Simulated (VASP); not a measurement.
# SrBr3 in VASP: further runs, part 2 of 2

VASP 6.6.1. Earlier steps stand in the parts before.

## 4. Relaxation of cell and atoms, PBE

The input, INCAR:

```
SYSTEM = SrBr3
PREC = Accurate
ENCUT = 600
EDIFF = 1E-6
ISMEAR = 0
SIGMA = 0.1
LREAL = .False.
LASPH = .True.
NELM = 60
ALGO = Normal
ISIF = 3
LWAVE = .False.
LCHARG = .False.
GGA = PE
IBRION = 2
NSW = 100
EDIFFG = -0.01
```

The input, KPOINTS:

```
Automatic mesh
0
Gamma
  10 10 10
  0 0 0
```

The input, POSCAR:

```
SrBr3
1.0
    4.9063756211      0.0000000000      0.0000000000
    0.0000000000      4.9063756211      0.0000000000
    0.0000000000      0.0000000000      4.9063756211
Sr Br
1 3
Direct
    0.0000000000      0.0000000000      0.0000000000
    0.0000000000      0.5000000000      0.5000000000
    0.5000000000      0.0000000000      0.5000000000
    0.5000000000      0.5000000000      0.0000000000
```

Potentials or basis: VASP PAW PBE potentials, release 64 (Sr_sv, Br).

The run is started by

```console
cat potpaw_PBE.64/Sr_sv/POTCAR potpaw_PBE.64/Br/POTCAR > POTCAR
mpirun -np 1 vasp_std > vasp.out
```

OUTCAR:

```text
SYSTEM = SrBr3
   PREC = Accurate
   ENCUT = 600
   EDIFF = 1E-6
   ISMEAR = 0
   LREAL = .False.
   LASPH = .True.
   NELM = 60
   ISIF = 3
   GGA = PE
   IBRION = 2
   NSW = 100
   EDIFFG = -0.01

 ion  position               nearest neighbor table
   1  0.000  0.000  0.000-   2 3.47   3 3.47   4 3.47   2 3.47   3 3.47   2 3.47   4 3.47   2 3.47
                             3 3.47   4 3.47   3 3.47   4 3.47
   2  0.000  0.500  0.500-   1 3.47   1 3.47   1 3.47   1 3.47
   3  0.500  0.000  0.500-   1 3.47   1 3.47   1 3.47   1 3.47
   4  0.500  0.500  0.000-   1 3.47   1 3.47   1 3.47   1 3.47

  LATTYP: Found a simple cubic cell.
 ALAT       =     4.9063756211

  Lattice vectors:

 A1 = (   4.9063756211,   0.0000000000,   0.0000000000)
 A2 = (   0.0000000000,   4.9063756211,   0.0000000000)
 A3 = (   0.0000000000,   0.0000000000,   4.9063756211)

Analysis of symmetry for initial positions (statically):
=====================================================================
 Subroutine PRICEL returns:
 Original cell was already a primitive cell.

 Routine SETGRP: Setting up the symmetry group for a
 simple cubic supercell.

 Subroutine GETGRP returns: Found 48 space group operations
 (whereof 48 operations were pure point group operations)
 out of a pool of 48 trial point group operations.

The static configuration has the point symmetry O_h .

Analysis of symmetry for dynamics (positions and initial velocities):
=====================================================================
 Subroutine PRICEL returns:
 Original cell was already a primitive cell.

 Routine SETGRP: Setting up the symmetry group for a
 simple cubic supercell.

 Subroutine GETGRP returns: Found 48 space group operations
 (whereof 48 operations were pure point group operations)
 out of a pool of 48 trial point group operations.

The dynamic configuration has the point symmetry O_h .

 Subroutine INISYM returns: Found 48 space group operations
 (whereof 48 operations are pure point group operations),
 and found     1 'primitive' translations

----------------------------------------------------------------------------------------

                                     Primitive cell

  volume of cell :     118.1088

  direct lattice vectors                    reciprocal lattice vectors
     4.906375621  0.000000000  0.000000000     0.203816437  0.000000000  0.000000000
     0.000000000  4.906375621  0.000000000     0.000000000  0.203816437  0.000000000
     0.000000000  0.000000000  4.906375621     0.000000000  0.000000000  0.203816437

  length of vectors
     4.906375621  4.906375621  4.906375621     0.203816437  0.203816437  0.203816437

  position of ions in fractional coordinates (direct lattice)
     0.000000000  0.000000000  0.000000000
     0.000000000  0.500000000  0.500000000
     0.500000000  0.000000000  0.500000000
     0.500000000  0.500000000  0.000000000

  ion indices of the primitive-cell ions
[... 107 lines left out ...]
   LRPA    =     F    only Hartree local field effects (RPA)
 conjugate gradient relaxation of ions
 non-spin polarized calculation
 Gauss-broadening in eV      SIGMA  =   0.10
  energy-cutoff  :      600.00
  volume of cell :      118.11
 maximum number of plane-waves:      3960
 NGX is ok and might be reduce to    40
   NGX = 19   NGY = 19   NGZ = 19

--------------------------------------- Ionic step        1  -------------------------------------------

 number of electron      31.0000004 magnetization

 Free energy of the ion-electron system (eV)
  ---------------------------------------------------
  ext. energy  EPLUGINS =         0.00000000
  ---------------------------------------------------
  free energy    TOTEN  =       -11.52241643 eV

  energy without entropy =      -11.48522421  energy(sigma->0) =      -11.50382032

------------------------ aborting loop because EDIFF is reached ----------------------------------------

  FORCE on cell =-STRESS in cart. coord.  units (eV):
  Direction    XX          YY          ZZ          XY          YZ          ZX
  --------------------------------------------------------------------------------------
  -------------------------------------------------------------------------------------
  Total        0.0936610      0.0936610      0.0936610     -0.0000000     -0.0000000      0.0000000
  in kB        1.2705361      1.2705361      1.2705361     -0.0000000     -0.0000000      0.0000000
  external PRESSURE =       1.2705361 kB  Pullay stress =       0.0000000 kB

 VOLUME and BASIS-vectors are now :
 -----------------------------------------------------------------------------
  energy-cutoff  :      600.00
  volume of cell :      118.11
      direct lattice vectors                 reciprocal lattice vectors
     4.906375621  0.000000000  0.000000000     0.203816437  0.000000000  0.000000000
     0.000000000  4.906375621  0.000000000     0.000000000  0.203816437  0.000000000
     0.000000000  0.000000000  4.906375621     0.000000000  0.000000000  0.203816437

 POSITION                                       TOTAL-FORCE (eV/Angst)
 -----------------------------------------------------------------------------------
      0.00000      0.00000      0.00000         0.000000      0.000000      0.000000
      0.00000      2.45319      2.45319         0.000000      0.000000      0.000000
      2.45319      0.00000      2.45319         0.000000      0.000000      0.000000
      2.45319      2.45319      0.00000         0.000000      0.000000      0.000000
 -----------------------------------------------------------------------------------
    total drift:                                0.000000     -0.000000     -0.000000

  FREE ENERGIE OF THE ION-ELECTRON SYSTEM (eV)
  ---------------------------------------------------
  free  energy   TOTEN  =       -11.5224164281 eV

  energy  without entropy=      -11.4852242050  energy(sigma->0) =      -11.50382032

--------------------------------------- Ionic step        2  -------------------------------------------

 number of electron      31.0000003 magnetization

 Free energy of the ion-electron system (eV)
  ---------------------------------------------------
  ext. energy  EPLUGINS =         0.00000000
  ---------------------------------------------------
  free energy    TOTEN  =       -11.52261130 eV

  energy without entropy =      -11.48528776  energy(sigma->0) =      -11.50394953

 E-fermi :   1.4811     XC(G=0):  -8.8176

 val. band max:        1.4766839080   @ k =   0.4000   0.3000   0.3000
 cond. band min:       1.4835363426   @ k =   0.3000   0.3000   0.3000
 fundamental gap:      0.0068524346
 Fermi energy:         1.4810808245

 k-point     1 :       0.0000    0.0000    0.0000
  band No.  band energies     occupation
      1     -33.5919      2.00000
      2     -15.5158      2.00000
      3     -15.5158      2.00000
      4     -15.5158      2.00000
      5     -12.9075      2.00000
      6     -11.7456      2.00000
[... 505 lines left out ...]
      6     -11.9565      2.00000
[... 11 lines left out ...]
     18       5.9416      0.00000
     19       6.1126      0.00000

 [... further k-points ...]
[... 5 lines left out ...]
  --------------------------------------------------------------------------------------
  -------------------------------------------------------------------------------------
  Total        0.0255772      0.0255772      0.0255772      0.0000000     -0.0000000      0.0000000
  in kB        0.3457880      0.3457880      0.3457880      0.0000000     -0.0000000      0.0000000
  external PRESSURE =       0.3457880 kB  Pullay stress =       0.0000000 kB

 VOLUME and BASIS-vectors are now :
 -----------------------------------------------------------------------------
  energy-cutoff  :      600.00
  volume of cell :      118.51
      direct lattice vectors                 reciprocal lattice vectors
     4.911917931  0.000000000  0.000000000     0.203586463  0.000000000  0.000000000
    -0.000000000  4.911917931  0.000000000    -0.000000000  0.203586463  0.000000000
    -0.000000000 -0.000000000  4.911917931    -0.000000000 -0.000000000  0.203586463

 POSITION                                       TOTAL-FORCE (eV/Angst)
 -----------------------------------------------------------------------------------
      0.00000      0.00000      0.00000         0.000000      0.000000      0.000000
     -0.00000      2.45596      2.45596        -0.000000     -0.000000      0.000000
      2.45596      0.00000      2.45596        -0.000000     -0.000000      0.000000
      2.45596      2.45596      0.00000         0.000000      0.000000      0.000000
 -----------------------------------------------------------------------------------
    total drift:                                0.000000     -0.000000     -0.000000

  FREE ENERGIE OF THE ION-ELECTRON SYSTEM (eV)
  ---------------------------------------------------
  free  energy   TOTEN  =       -11.5226112990 eV

  energy  without entropy=      -11.4852877606  energy(sigma->0) =      -11.50394953

 reached required accuracy - stopping structural energy minimisation
```

OSZICAR:

```text
N       E                     dE             d eps       ncg     rms          rms(c)
DAV:   1     0.214711982520E+03    0.21471E+03   -0.15060E+04  2128   0.159E+03
[... 13 lines left out ...]
       N       E                     dE             d eps       ncg     rms          rms(c)
DAV:   1    -0.115244284944E+02   -0.20120E-02   -0.43268E-02  2374   0.129E+00    0.249E-01
DAV:   2    -0.115230073004E+02    0.14212E-02   -0.30894E-03  2518   0.336E-01    0.104E-01
DAV:   3    -0.115226119137E+02    0.39539E-03   -0.11998E-03  3225   0.187E-01    0.667E-02
DAV:   4    -0.115226113775E+02    0.53627E-06   -0.34596E-05  3758   0.321E-02    0.399E-02
DAV:   5    -0.115226121613E+02   -0.78389E-06   -0.35020E-05  3687   0.279E-02    0.909E-03
DAV:   6    -0.115226112990E+02    0.86229E-06   -0.17008E-06  1984   0.829E-03
   2 F= -.11522611E+02 E0= -.11503950E+02  d E =-.194871E-03
```

CONTCAR:

```text
SrBr3
   1.00000000000000
     4.9119179308789001    0.0000000000000000    0.0000000000000000
    -0.0000000000000000    4.9119179308789001    0.0000000000000000
    -0.0000000000000000   -0.0000000000000000    4.9119179308789001
  Sr              Br
     1     3
Direct
     0.0000000000000000    0.0000000000000000    0.0000000000000000
     0.0000000000000000    0.5000000000000000    0.5000000000000000
     0.5000000000000000    0.0000000000000000    0.5000000000000000
     0.5000000000000000    0.5000000000000000    0.0000000000000000

  0.00000000E+00  0.00000000E+00  0.00000000E+00
  0.00000000E+00  0.00000000E+00  0.00000000E+00
  0.00000000E+00  0.00000000E+00  0.00000000E+00
  0.00000000E+00  0.00000000E+00  0.00000000E+00
```

It took 87 s on 1 thread of Intel Xeon 6975P-C (Granite Rapids), shared host; peak memory 0.35 GiB.

What came out:

```
Free energy                           : -11.5226 eV
Relaxed volume                        : 29.63 Å³/atom
Relaxed cell                          : a = 4.912 Å, b = 4.912 Å, c = 4.912 Å, α = 90.00°, β = 90.00°, γ = 90.00°
Space group after relaxing (to 0.1 Å) : Pm-3m (No. 221)
Energy gained by relaxing             : 0.0 meV/atom
Ionic steps                           : 2
Pressure after relaxing               : 0.0 GPa
Band gap on the k mesh                : zero (an odd number of electrons rules out a gap without spin polarisation)
```

Step by step:
```csv
step,energy change (eV),largest force (eV/Å),pressure (GPa),volume (Å³)
1,0.0000,0.0000,0.13,118.11
2,-0.0002,0.0000,0.03,118.51
```

Final structure:
```
CELL_PARAMETERS angstrom
4.91192 0.00000 0.00000
0.00000 4.91192 0.00000
0.00000 0.00000 4.91192
ATOMIC_POSITIONS crystal
Sr 0.00000 0.00000 0.00000
Br 0.00000 0.50000 0.50000
Br 0.50000 0.00000 0.50000
Br 0.50000 0.50000 0.00000
```

Caveat: an odd number of electrons without spin polarisation forces a metal; a magnetic or distorted state may lie lower.

## 5. Single point, PBE

This run uses another cell than the first one, of 29.20 Å³/atom.

The input, INCAR:

```
PREC = Accurate ; ENCUT = 520
EDIFF = 1E-6 ; ISMEAR = 0
SIGMA = 0.1 ; LREAL = F
LASPH = T ; NELM = 100
ALGO = Normal ; ISIF = 2
LWAVE = F ; LCHARG = F
GGA = PE ; NBANDS = 24
```

The input, KPOINTS:

```
regular mesh
0
Gamma
  4 4 4
```

The input, POSCAR:

```
SrBr3
1.0
    4.9052138885      0.0000000000      0.0000000000
    0.0000000000      4.9052138885      0.0000000000
    0.0000000000      0.0000000000      4.8547951361
Sr Br
1 3
Direct
    0.0000000000      0.0000000000      0.0000000000
    0.0000000000      0.5000000000      0.5000000000
    0.5000000000      0.0000000000      0.5000000000
    0.5000000000      0.5000000000      0.0000000000
```

The run is started by

```console
cat potpaw_PBE.64/Sr_sv/POTCAR potpaw_PBE.64/Br/POTCAR > POTCAR
mpirun -np 1 vasp_std > vasp.out
```

Run time: 46 s. Hardware: 1 thread of Oxide Virtual Turin-like, shared host; peak memory 0.19 GiB.

Results (log left out):

* Free energy: -11.5287 eV
* Pressure: 0.4 GPa
* Band gap on the k mesh: zero (an odd number of electrons rules out a gap without spin polarisation)

Stress tensor (GPa, compression positive):
```
0.43 0.00 0.00
0.00 0.43 0.00
0.00 0.00 0.31
```

Levels at points of the mesh, in eV from the Fermi level:
```csv
k point,band 12,band 13,band 14,band 15,band 16,band 17,band 18,band 19
"(0.00, 0.00, 0.00)",-1.29,-1.29,0.07,0.07,0.07,3.05,3.42,3.48
"(0.50, 0.00, 0.00)",-1.86,-1.84,-1.52,-0.37,-0.32,4.78,4.82,5.36
"(0.50, 0.50, 0.00)",-2.01,-2.01,-1.53,-0.23,0.16,4.95,5.24,6.32
"(0.00, 0.00, 0.50)",-1.86,-1.86,-1.55,-0.38,-0.38,4.78,4.89,5.47
"(0.50, 0.00, 0.50)",-2.02,-2.02,-1.53,-0.17,0.20,4.99,5.25,6.32
"(0.50, 0.50, 0.50)",-0.13,-0.08,-0.08,0.20,0.25,3.70,4.75,4.78
```

Caveat: an odd number of electrons without spin polarisation forces a metal; a magnetic or distorted state may lie lower.

## 6. Summary

| task | cell | k mesh | cutoff (eV) | gap on the mesh (eV) | pressure (GPa) |
| --- | --- | --- | --- | --- | --- |
| single point | a = 4.906 Å, 4 atoms | 4 × 4 × 4 | 520 | none | 0.1 |
| single point | a = 4.910 Å, 4 atoms | 10 × 10 × 10 | 520 | none | 0.1 |
| relaxation of cell and atoms | relaxed from a = 4.906 Å, 4 atoms | 10 × 10 × 10 | 600 | none | 0.0 |
| single point | a = 4.905, b = 4.905, c = 4.855 Å, 4 atoms | 4 × 4 × 4 | 520 | none | 0.4 |

Alike in all rows: level PBE; potentials or basis VASP PAW PBE potentials, release 64 (Sr_sv, Br); no spin polarisation; smearing gaussian 0.1 eV.

Caveats: an odd number of electrons without spin polarisation forces a metal; a magnetic or distorted state may lie lower.

Total energies depend on the potentials used, so only differences within one code and one set of settings carry meaning.

The gap in the log of VASP goes by the Fermi energy; the results here count the filled bands.